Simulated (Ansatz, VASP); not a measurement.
# Sc2Al5 in VASP and in Ansatz

INCAR

```
ALGO     = Normal         # electronic algorithm
EDIFF    = 1E-6           # SCF threshold, eV
ENCUT    = 520            # plane-wave cutoff, eV
GGA      = PE             # functional
ISIF     = 2              # what is computed and relaxed
ISMEAR   = 0              # smearing method
LASPH    = True           # aspherical terms in the spheres
LCHARG   = False          # write CHGCAR
LREAL    = False          # projectors in reciprocal space
LWAVE    = False          # write WAVECAR
NBANDS   = 50             # bands
NELM     = 100            # most SCF steps
PREC     = Accurate       # precision mode
SIGMA    = 0.1            # smearing width, eV
```

Contents of KPOINTS:

```
k-points
0
Gamma
  9 6 1
```

POSCAR

```
Sc2Al5
1.0
    4.1053305968      0.0000000000      0.0000000000
    0.0000000000      5.8058142080      0.0000000000
    0.0000000000      0.0000000000     16.7087213121
Sc Al
4 10
Direct
    0.0000000000      0.5000000000      0.2393959373
    0.0000000000      0.0000000000      0.4131319791
    0.0000000000      0.5000000000      0.5868680209
    0.0000000000      0.0000000000      0.7606040627
    0.0000000000      0.0000000000      0.2393959373
    0.5000000000      0.2500000000      0.3262639582
    0.5000000000      0.7500000000      0.3262639582
    0.0000000000      0.5000000000      0.4131319791
    0.5000000000      0.7500000000      0.5000000000
    0.5000000000      0.2500000000      0.5000000000
    0.0000000000      0.0000000000      0.5868680209
    0.5000000000      0.2500000000      0.6737360418
    0.5000000000      0.7500000000      0.6737360418
    0.0000000000      0.5000000000      0.7606040627
```

Input for Ansatz:

```yaml
crystal:
  lattice:
    - [4.1053305968, 0.0, 0.0]
    - [0.0, 5.805814208, 0.0]
    - [0.0, 0.0, 16.7087213121]
  atoms:
    - { symbol: Sc, position: [0.0, 0.5, 0.2393959373] }
    - { symbol: Al, position: [0.0, 0.0, 0.2393959373] }
    - { symbol: Al, position: [0.5, 0.25, 0.3262639582] }
    - { symbol: Al, position: [0.5, 0.75, 0.3262639582] }
    - { symbol: Sc, position: [0.0, 0.0, 0.4131319791] }
    - { symbol: Al, position: [0.0, 0.5, 0.4131319791] }
    - { symbol: Al, position: [0.5, 0.75, 0.5] }
    - { symbol: Al, position: [0.5, 0.25, 0.5] }
    - { symbol: Sc, position: [0.0, 0.5, 0.5868680209] }
    - { symbol: Al, position: [0.0, 0.0, 0.5868680209] }
    - { symbol: Al, position: [0.5, 0.25, 0.6737360418] }
    - { symbol: Al, position: [0.5, 0.75, 0.6737360418] }
    - { symbol: Sc, position: [0.0, 0.0, 0.7606040627] }
    - { symbol: Al, position: [0.0, 0.5, 0.7606040627] }
basis:
  ecutwfc: 420
kpoints:
  mp_grid: { grid: [9, 6, 1] }
hamiltonian:
  xc: pbe
scf:
  occupations: { method: gaussian, width: 0.1 }
output:
  forces: true
  stress: true
  eigenvalues: true
```

Alike in both runs: task single point; functional PBE; k mesh 9 × 6 × 1; occupations gaussian, width 0.1 eV; no spin polarisation.

```csv
,VASP,Ansatz
version,VASP 6.6.1,Ansatz 0.2.0
potentials or method,"VASP PAW PBE potentials, release 64 (Sc_sv, Al), cutoff 520 eV","scalar-relativistic, plane waves, PAW"
valence electrons in the cell,74,74
```

|  | VASP | Ansatz | Ansatz less VASP |
| --- | --- | --- | --- |
| gap on the k mesh at the Fermi level (eV) | none | none | - |
| rms of the force components (eV/Å) | 0.152 | 0.152 | +0.0007 |

A gap of «none» marks a metal or a gap that the smearing closes. The functional is the same, so the differences come from potentials, cutoffs and numerics.
